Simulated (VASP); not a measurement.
# Cu (P6_3/mmc) in VASP: notebook

Cu is run at these levels: r2SCAN; tasks: single point.

Everything below comes from runs of VASP 6.6.1. Logs are shortened: lines on timing, memory, paths and dates and some standing lists are left out, and cuts for length are marked.

## Step 1: The cell of the first run

The structure is hexagonal, space group P6_3/mmc (No. 194). The conventional cell has a = 2.466 Å, b = 2.466 Å, c = 8.677 Å, α = 90.00°, β = 90.00°, γ = 120.00°. Cu (site symmetry -3m) has 12 Cu at 2.47 to 2.59 Å within 3.3 Å. Cu (site symmetry -6m2) has 12 Cu at 2.47 to 2.59 Å within 3.3 Å.

## Step 2: Single point, r2SCAN (strain -0.025 along x and y, +0.050 along z)

Input file POSCAR:

```
Cu
1.0
    2.4661060199      0.0000000000      0.0000000000
   -1.2330530100      2.1357104617      0.0000000000
    0.0000000000      0.0000000000      8.6771368474
Cu
4
Direct
    0.0000000000      0.0000000000      0.0000000000
    0.3333333333      0.6666666667      0.2500000000
    0.0000000000      0.0000000000      0.5000000000
    0.6666666667      0.3333333333      0.7500000000
```

Input file INCAR.step1:

```
SYSTEM = Cu
PREC = Accurate ; ENCUT = 520
ISMEAR = 0 ; SIGMA = 0.15
LREAL = .False. ; LASPH = .True.
NELM = 60 ; NBANDS = 30
GGA = PE ; ALGO = Normal
EDIFF = 1E-4 ; LWAVE = .True.
LCHARG = .False.
```

Input file INCAR.step2:

```
SYSTEM = Cu
PREC = Accurate ; ENCUT = 520
EDIFF = 1E-6 ; ISMEAR = 0
SIGMA = 0.15 ; LREAL = .False.
LASPH = .True. ; NELM = 60
ALGO = Normal ; ISIF = 2
LWAVE = .False. ; LCHARG = .True.
METAGGA = R2SCAN ; LMIXTAU = .True.
LELF = .True. ; LVHAR = .True.
NBANDS = 30 ; ISTART = 1
```

Input file KPOINTS:

```
regular mesh
0
Gamma
  24 24 6
  0 0 0
```

Potentials or basis: VASP PAW PBE potentials, release 64 (Cu).

Run with:

```sh
$ cat potpaw_PBE.64/Cu/POTCAR > POTCAR
$ cp INCAR.step1 INCAR
$ mpirun -np 1 vasp_std > vasp.out
$ cp INCAR.step2 INCAR
$ mpirun -np 1 vasp_std > vasp.out
```

OUTCAR:

```text
SYSTEM = Cu
   PREC = Accurate
   ENCUT = 520
   EDIFF = 1E-6
   ISMEAR = 0
   LREAL = .False.
   LASPH = .True.
   NELM = 60
   ISIF = 2
   METAGGA = R2SCAN
   ISTART = 1

 ion  position               nearest neighbor table
   1  0.000  0.000  0.000-   2 2.59   4 2.59   4 2.59   2 2.59   4 2.59   2 2.59
   2  0.333  0.667  0.250-   1 2.59   3 2.59   1 2.59   3 2.59   1 2.59   3 2.59
   3  0.000  0.000  0.500-   2 2.59   4 2.59   4 2.59   2 2.59   4 2.59   2 2.59
   4  0.667  0.333  0.750-   1 2.59   3 2.59   1 2.59   3 2.59   1 2.59   3 2.59

  LATTYP: Found a hexagonal cell.
 ALAT       =     2.4661060199
 C/A-ratio  =     3.5185579117

  Lattice vectors:

 A1 = (   2.4661060199,   0.0000000000,   0.0000000000)
 A2 = (  -1.2330530100,   2.1357104617,   0.0000000000)
 A3 = (   0.0000000000,   0.0000000000,   8.6771368474)

Analysis of symmetry for initial positions (statically):
=====================================================================
 Subroutine PRICEL returns:
 Original cell was already a primitive cell.

 Routine SETGRP: Setting up the symmetry group for a
 hexagonal supercell.

 Subroutine GETGRP returns: Found 24 space group operations
 (whereof 12 operations were pure point group operations)
 out of a pool of 24 trial point group operations.

The static configuration has the point symmetry D_3d.
 The point group associated with its full space group is D_6h.

Analysis of symmetry for dynamics (positions and initial velocities):
=====================================================================
 Subroutine PRICEL returns:
 Original cell was already a primitive cell.

 Routine SETGRP: Setting up the symmetry group for a
 hexagonal supercell.

 Subroutine GETGRP returns: Found 24 space group operations
 (whereof 12 operations were pure point group operations)
 out of a pool of 24 trial point group operations.

The dynamic configuration has the point symmetry D_3d.
 The point group associated with its full space group is D_6h.

 Subroutine INISYM returns: Found 24 space group operations
 (whereof 12 operations are pure point group operations),
 and found     1 'primitive' translations

----------------------------------------------------------------------------------------

                                     Primitive cell

  volume of cell :      45.7015

  direct lattice vectors                    reciprocal lattice vectors
     2.466106020  0.000000000  0.000000000     0.405497571  0.234114132  0.000000000
    -1.233053010  2.135710462  0.000000000     0.000000000  0.468228263  0.000000000
     0.000000000  0.000000000  8.677136847     0.000000000  0.000000000  0.115245388

  length of vectors
     2.466106020  2.466106020  8.677136847     0.468228263  0.468228263  0.115245388

  position of ions in fractional coordinates (direct lattice)
     0.000000000  0.000000000  0.000000000
     0.333333333  0.666666667  0.250000000
     0.000000000  0.000000000  0.500000000
     0.666666667  0.333333333  0.750000000

  ion indices of the primitive-cell ions
   primitive index   ion index
                 1           1
                 2           2
                 3           3
                 4           4

----------------------------------------------------------------------------------------

 KPOINTS: regular mesh

Automatic generation of k-mesh.
 Grid dimensions read from file:
 generate k-points for:   24   24    6

 Generating k-lattice:

  Cartesian coordinates                     Fractional coordinates (reciprocal lattice)
     0.016895732  0.009754755  0.000000000     0.041666667 -0.000000000  0.000000000
     0.000000000  0.019509511  0.000000000     0.000000000  0.041666667  0.000000000
     0.000000000  0.000000000  0.019207565     0.000000000  0.000000000  0.166666667

  Length of vectors
     0.019509511  0.019509511  0.019207565

  Shift w.r.t. Gamma in fractional coordinates (k-lattice)
     0.000000000  0.000000000  0.000000000

 Subroutine IBZKPT returns following result:
 ===========================================

 Found    244 irreducible k-points:

 Following reciprocal coordinates:
            Coordinates               Weight
  0.000000  0.000000  0.000000      1.000000
  0.041667 -0.000000  0.000000      6.000000
  0.083333  0.000000  0.000000      6.000000
  0.125000  0.000000  0.000000      6.000000
  0.166667  0.000000  0.000000      6.000000
  0.208333 -0.000000  0.000000      6.000000
[... 16 lines left out ...]
  0.416667  0.041667  0.000000     12.000000
  0.458333  0.041667  0.000000     12.000000
 [... further k-points ...]
   k-points           NKPTS =    244   k-points in BZ     NKDIM =    244   number of bands    NBANDS=     30
   number of dos      NEDOS =    301   number of ions     NIONS =      4
   total plane-waves  NPLWV =  22680
   dimension x,y,z NGX =    18 NGY =   18 NGZ =   70
   dimension x,y,z NGXF=    36 NGYF=   36 NGZF=  140
   ions per type =               4
   NGX,Y,Z   is equivalent  to a cutoff of  12.13, 12.13, 13.41 a.u.
   NGXF,Y,Z  is equivalent  to a cutoff of  24.27, 24.27, 26.82 a.u.
 SYSTEM =  Cu
   PREC   = accura    normal or accurate (medium, high low for compatibility)
   ISTART =      1    job   : 0-new  1-cont  2-samecut
   ICHARG =      0    charge: 1-file 2-atom 10-const
   ISPIN  =      1    spin polarized calculation?
   LNONCOLLINEAR =      F non collinear calculations
   LSORBIT =      F    spin-orbit coupling
   LASPH  =      T    aspherical Exc in radial PAW
   ENCUT  =  520.0 eV  38.22 Ry    6.18 a.u.   4.59  4.59 16.13*2*pi/ulx,y,z
   NELM   =     60;   NELMIN=  2; NELMDL=  0     # of ELM steps
   EDIFF  = 0.1E-05   stopping-criterion for ELM
   LREAL  =      F    real-space projection
   EDIFFG = 0.1E-04   stopping-criterion for IOM
   NSW    =      0    number of steps for IOM
   IBRION =     -1    ionic relax: 0-MD 1-quasi-New 2-CG
   NFREE  =      0    steps in history (QN), initial steepest desc. (CG)
   ISIF   =      2    stress and relaxation
   ISYM   =      2    0-nonsym 1-usesym 2-fastsym
   POTIM  = 0.5000    time-step for ionic-motion
   TEBEG  =    0.0;   TEEND  =   0.0 temperature during run
   PSTRESS=    0.0 pullay stress
   NELECT =      44.0000    total number of electrons
   NUPDOWN=      -1.0000    fix difference up-down
   EMIN   =  10.00;   EMAX   =-10.00  energy-range for DOS
   EFERMI =   0.00;   METHOD = LEGACY
   ISMEAR =     0;   SIGMA  =   0.15  broadening in eV -4-tet -1-fermi 0-gaus
   EFERMI_NEDOS =   21; number of points for ismear=-14 and -15
   IALGO  =     38    algorithm
   IMIX   =      4    mixing-type and parameters
     AMIX     =   0.40;   BMIX     =  1.00
     AMIX_MAG =   1.60;   BMIX_MAG =  1.00
  volume/ion in A,a.u.               =      11.43        77.10
  Fermi-wavevector in a.u.,A,eV,Ry     =   1.616524  3.054788 35.554069  2.613150
  Thomas-Fermi vector in A             =   2.711097
   LORBIT       =      0    0 simple, 1 ext, 2 COOP (PROOUT), +10 PAW based schemes
   METAGGA = R2SCAN    functional components
   LHFCALC =     F    Hartree Fock is set to
   AEXX    =    0.0000 exact exchange contribution
   IVDW    =     0    specifies the selected vdW correction
   LEPSILON=     F    determine dielectric tensor
   LRPA    =     F    only Hartree local field effects (RPA)
 non-spin polarized calculation
 Gauss-broadening in eV      SIGMA  =   0.15
  energy-cutoff  :      520.00
  volume of cell :       45.70
 maximum number of plane-waves:      1256
   NGX =  9   NGY =  9   NGZ = 33

 number of electron      43.9999992 magnetization

 Free energy of the ion-electron system (eV)
  ---------------------------------------------------
  ext. energy  EPLUGINS =         0.00000000
  ---------------------------------------------------
  free energy    TOTEN  =       -43.19445108 eV

  energy without entropy =      -43.17944572  energy(sigma->0) =      -43.18694840

 E-fermi :   7.8359     XC(G=0): -13.9626

 val. band max:        7.8208164518   @ k =   0.1667   0.1250   0.5000
 cond. band min:       7.8516040732   @ k =   0.4583   0.0000   0.1667
 fundamental gap:      0.0307876214
 Fermi energy:         7.8359034635

 k-point     1 :       0.0000    0.0000    0.0000
  band No.  band energies     occupation
      1      -2.1173      2.00000
      2      -0.0944      2.00000
      3      -0.0878      2.00000
      4       2.1922      2.00000
      5       4.1272      2.00000
      6       4.1299      2.00000
[... 22 lines left out ...]
     29      31.1909      0.00000
     30      32.2904      0.00000

 k-point     2 :       0.0417   -0.0000    0.0000
  band No.  band energies     occupation
      1      -2.0540      2.00000
      2      -0.0367      2.00000
      3      -0.0301      2.00000
      4       2.2343      2.00000
      5       4.1147      2.00000
      6       4.1195      2.00000
[... 22 lines left out ...]
     29      30.4623      0.00000
     30      31.3209      0.00000

 k-point     3 :       0.0833    0.0000    0.0000
  band No.  band energies     occupation
      1      -1.8651      2.00000
      2       0.1341      2.00000
      3       0.1405      2.00000
      4       2.3566      2.00000
      5       4.0725      2.00000
      6       4.0979      2.00000
[... 22 lines left out ...]
     29      29.8425      0.00000
     30      29.9402      0.00000

 k-point     4 :       0.1250    0.0000    0.0000
  band No.  band energies     occupation
      1      -1.5541      2.00000
      2       0.4106      2.00000
      3       0.4168      2.00000
      4       2.5465      2.00000
      5       4.0114      2.00000
      6       4.0649      2.00000
[... 22 lines left out ...]
     29      28.0090      0.00000
     30      28.0192      0.00000

 k-point     5 :       0.1667    0.0000    0.0000
  band No.  band energies     occupation
      1      -1.1274      2.00000
      2       0.7777      2.00000
      3       0.7836      2.00000
      4       2.7789      2.00000
      5       3.9410      2.00000
      6       4.0145      2.00000
[... 22 lines left out ...]
     29      25.9250      0.00000
     30      25.9596      0.00000
[... 526 lines left out ...]
     29      22.0863      0.00000
     30      22.0875      0.00000

 k-point    22 :       0.3750    0.0417    0.0000
  band No.  band energies     occupation
      1       2.1843      2.00000
      2       2.5165      2.00000
      3       2.5982      2.00000
      4       3.0748      2.00000
      5       3.3594      2.00000
      6       3.5421      2.00000
[... 22 lines left out ...]
     29      20.8988      0.00000
     30      21.1585      0.00000

 k-point    23 :       0.4167    0.0417    0.0000
  band No.  band energies     occupation
      1       2.4101      2.00000
      2       2.5437      2.00000
      3       2.7275      2.00000
      4       3.0149      2.00000
      5       3.3242      2.00000
      6       3.5154      2.00000
[... 22 lines left out ...]
     29      19.5273      0.00000
     30      19.8236      0.00000

 k-point    24 :       0.4583    0.0417    0.0000
  band No.  band energies     occupation
      1       2.4717      2.00000
      2       2.5488      2.00000
      3       2.8127      2.00000
      4       2.9783      2.00000
      5       3.3044      2.00000
      6       3.5108      2.00000
[... 22 lines left out ...]
     29      18.3654      0.00000
     30      18.6930      0.00000

 [... further k-points ...]
[... 5 lines left out ...]
  --------------------------------------------------------------------------------------
  -------------------------------------------------------------------------------------
  Total        1.9395889      1.9395889     -2.2282878     -0.0000000     -0.0000000     -0.0000000
  in kB       67.9969918     67.9969918    -78.1180319     -0.0000000     -0.0000000     -0.0000000
  external PRESSURE =      19.2919839 kB  Pullay stress =       0.0000000 kB

 VOLUME and BASIS-vectors are now :
 -----------------------------------------------------------------------------
  energy-cutoff  :      520.00
  volume of cell :       45.70
      direct lattice vectors                 reciprocal lattice vectors
     2.466106020  0.000000000  0.000000000     0.405497571  0.234114132  0.000000000
    -1.233053010  2.135710462  0.000000000     0.000000000  0.468228263  0.000000000
     0.000000000  0.000000000  8.677136847     0.000000000  0.000000000  0.115245388

 POSITION                                       TOTAL-FORCE (eV/Angst)
 -----------------------------------------------------------------------------------
      0.00000      0.00000      0.00000        -0.000000      0.000000     -0.000000
     -0.00000      1.42381      2.16928         0.000000      0.000000      0.000000
      0.00000      0.00000      4.33857        -0.000000      0.000000     -0.000000
      1.23305      0.71190      6.50785        -0.000000     -0.000000      0.000000
 -----------------------------------------------------------------------------------
    total drift:                                0.000000     -0.000000      0.000000

  FREE ENERGIE OF THE ION-ELECTRON SYSTEM (eV)
  ---------------------------------------------------
  free  energy   TOTEN  =       -43.1944510783 eV

  energy  without entropy=      -43.1794457180  energy(sigma->0) =      -43.18694840
```

Run time: 8.9 min. Hardware: 1 thread of Intel Xeon Platinum 8481C at 2.70GHz (Sapphire Rapids), shared host; peak memory 0.35 GiB.

What came out:

- Free energy: -43.1945 eV
- Pressure: 1.9 GPa
- Band gap on the k mesh: zero (band 22 reaches 11.83 eV, above the bottom of band 23 at 5.88 eV)

Caveat: the cell differs from its parent crystal (strain -0.025 along x and y, +0.050 along z); the PAW data sets were made with another functional, which shifts forces and pressure a little.

## Step 3: Single point, r2SCAN (strain -0.050 along x and y, +0.000 along z)

Input file POSCAR:

```
Cu
1.0
    2.4028725322      0.0000000000      0.0000000000
   -1.2014362661      2.0809486550      0.0000000000
    0.0000000000      0.0000000000      8.2639398547
Cu
4
Direct
    0.0000000000      0.0000000000      0.0000000000
    0.3333333333      0.6666666667      0.2500000000
    0.0000000000      0.0000000000      0.5000000000
    0.6666666667      0.3333333333      0.7500000000
```

Input file INCAR.step1:

```
  ALGO = Normal
  EDIFF = 1E-4
  ENCUT = 520
  GGA = PE
  ISMEAR = 0
  LASPH = T
  LCHARG = F
  LREAL = F
  LWAVE = T
  NBANDS = 30
  NELM = 60
  PREC = Accurate
  SIGMA = 0.15
```

Input file INCAR.step2:

```
  ALGO = Normal
  EDIFF = 1E-7
  ENCUT = 520
  ISIF = 2
  ISMEAR = 0
  ISTART = 1
  LASPH = T
  LCHARG = F
  LMIXTAU = T
  LREAL = F
  LWAVE = F
  METAGGA = R2SCAN
  NBANDS = 30
  NELM = 60
  PREC = Accurate
  SIGMA = 0.15
```

Input file KPOINTS:

```
k-points
0
Gamma
  24 24 6
```

Potentials or basis: VASP PAW PBE potentials, release 64 (Cu).

Run with:

```sh
$ cat potpaw_PBE.64/Cu/POTCAR > POTCAR
$ cp INCAR.step1 INCAR
$ mpirun -np 1 vasp_std > vasp.out
$ cp INCAR.step2 INCAR
$ mpirun -np 1 vasp_std > vasp.out
```

Run time: 12 min. Hardware: 1 thread of Intel Xeon 6975P-C (Granite Rapids), shared host; peak memory 0.33 GiB.

The run converged. Its results:

| Property | Result |
| --- | --- |
| Free energy | -42.9374 eV |
| Pressure | 23.0 GPa |
| Band gap on the k mesh | zero (band 22 reaches 13.27 eV, above the bottom of band 23 at 7.10 eV) |

Stress tensor (GPa, compression positive):
```
27.83  0.00  0.00
 0.00 27.83  0.00
 0.00  0.00 13.30
```

Levels at points of the mesh, in eV from the Fermi level:
| k point | band 18 | band 19 | band 20 | band 21 | band 22 | band 23 | band 24 | band 25 | band 26 | band 27 |
| --- | --- | --- | --- | --- | --- | --- | --- | --- | --- | --- |
| (0.00, 0.00, 0.00) | -2.42 | -2.42 | -2.30 | -2.30 | -2.03 | -1.98 | -1.98 | 3.91 | 12.73 | 12.73 |
| (0.50, 0.00, 0.00) | -1.75 | -1.75 | -1.71 | -0.83 | 0.28 | 1.22 | 1.90 | 5.72 | 5.75 | 9.28 |
| (0.00, 0.00, 0.50) | -2.60 | -2.60 | -2.60 | -2.10 | -2.10 | -2.10 | -2.10 | 7.00 | 7.00 | 19.31 |
| (0.50, 0.00, 0.50) | -1.79 | -1.72 | -1.72 | 0.03 | 0.03 | 1.61 | 1.61 | 6.10 | 6.10 | 8.05 |

Caveat: the cell differs from its parent crystal (strain -0.050 along x and y, +0.000 along z); the PAW data sets were made with another functional, which shifts forces and pressure a little.

## Step 4: Single point, r2SCAN (strain -0.025 along x and y, -0.050 along z)

Input file POSCAR:

```
Cu
1.0
    2.4661060199      0.0000000000      0.0000000000
   -1.2330530100      2.1357104617      0.0000000000
    0.0000000000      0.0000000000      7.8507428620
Cu
4
Direct
    0.0000000000      0.0000000000      0.0000000000
    0.3333333333      0.6666666667      0.2500000000
    0.0000000000      0.0000000000      0.5000000000
    0.6666666667      0.3333333333      0.7500000000
```

Input file INCAR.step1:

```
SYSTEM = Cu
ALGO = Normal
EDIFF = 1E-4
ENCUT = 520
GGA = PE
ISMEAR = 0
LASPH = .TRUE.
LCHARG = .FALSE.
LREAL = .FALSE.
LWAVE = .TRUE.
NBANDS = 30
NELM = 80
PREC = Accurate
SIGMA = 0.15
```

Input file INCAR.step2:

```
SYSTEM = Cu
ALGO = Normal
EDIFF = 1E-7
ENCUT = 520
ISIF = 2
ISMEAR = 0
ISTART = 1
LASPH = .TRUE.
LCHARG = .FALSE.
LMIXTAU = .TRUE.
LREAL = .FALSE.
LWAVE = .FALSE.
METAGGA = R2SCAN
NBANDS = 30
NELM = 80
PREC = Accurate
SIGMA = 0.15
```

Input file KPOINTS:

```
k-points
0
G
  24 24 6
  0 0 0
```

Run with:

```sh
$ cat potpaw_PBE.64/Cu/POTCAR > POTCAR
$ cp INCAR.step1 INCAR
$ mpirun -np 1 vasp_std > vasp.out
$ cp INCAR.step2 INCAR
$ mpirun -np 1 vasp_std > vasp.out
```

Wall time 13 min (1 thread of Intel Xeon 6975P-C (Granite Rapids), shared host); peak memory 0.32 GiB.

The run converged. Its results:

- Free energy: -42.9860 eV
- Pressure: 22.4 GPa
- Band gap on the k mesh: zero (band 22 reaches 12.73 eV, above the bottom of band 23 at 7.10 eV)

Stress tensor (GPa, compression positive):
```
19.82  0.00  0.00
 0.00 19.82  0.00
 0.00  0.00 27.46
```

Levels at points of the mesh, in eV from the Fermi level:
```csv
k point,band 20,band 21,band 22,band 23,band 24,band 25
"(0.00, 0.00, 0.00)",-2.29,-2.29,-1.93,-1.93,-1.20,5.08
"(0.50, 0.00, 0.00)",-1.75,-1.03,0.19,1.04,1.70,5.48
"(0.00, 0.00, 0.50)",-2.68,-2.09,-2.09,-2.09,-2.09,8.57
"(0.50, 0.00, 0.50)",-1.82,-0.11,-0.11,1.45,1.45,6.02
```

Caveat: the cell differs from its parent crystal (strain -0.025 along x and y, -0.050 along z); the PAW data sets were made with another functional, which shifts forces and pressure a little.

## Step 5: Overview

```csv
cell,gap on the mesh (eV),pressure (GPa)
"a = 2.466, b = 2.466, c = 8.677 Å, angles 90.0, 90.0, 120.0°, 4 atoms",none,1.9
"a = 2.403, b = 2.403, c = 8.264 Å, angles 90.0, 90.0, 120.0°, 4 atoms",none,23.0
"a = 2.466, b = 2.466, c = 7.851 Å, angles 90.0, 90.0, 120.0°, 4 atoms",none,22.4
```

Alike in all rows: task single point; level r2SCAN; potentials or basis VASP PAW PBE potentials, release 64 (Cu); no spin polarisation; k mesh 24 × 24 × 6; cutoff (eV) 520; smearing gaussian 0.15 eV.

Caveats: the PAW data sets were made with another functional, which shifts forces and pressure a little.

Absolute energies hang on the potentials; compare differences alone.
